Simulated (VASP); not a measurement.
MnS:

```
Mn S
1.0
     0.00000    2.61180    2.61180
     2.61180    0.00000    2.61180
     2.61180    2.61180    0.00000
Mn S
1 1
Direct
  0.00000 0.00000 0.00000
  0.50000 0.50000 0.50000
```

Base run:

| Property | Result |
| --- | --- |
| Program | VASP 6.6.1 |
| Functional | PBE |
| Potentials or basis | VASP PAW PBE potentials, release 64 (Mn_pv, S) |
| Cutoff | 520 eV |
| k mesh | 7 × 7 × 7 |
| Occupations | fermi-dirac, width 0.05 eV |
| Spin | collinear spin, ferromagnetic start |
| Starting moments | [7.0, 0.0] μB |
| Fixed moment | 7 μB |
| Hubbard terms | Mn d U = 3.9 eV |

Its results: pressure 28.6 GPa; site moments Mn +4.96; S +0.76 μB.

Problem. The run is repeated on the same cell with these changes: fixed moment from 7 μB to 3 μB; moments at the start from [7.0, 0.0] to [3.0, 0.0]. What comes out?

Solution. Pressure -13.8 GPa; site moments Mn +3.35; S -0.23 μB.

Caveats: the total moment is fixed, so each spin has its own Fermi level and the state may be an excited one; a cell with one magnetic atom can't hold antiferromagnetic order, which such compounds often take; the cell stands under pressure (at least some runs); the cell stands under tension (at least some runs).
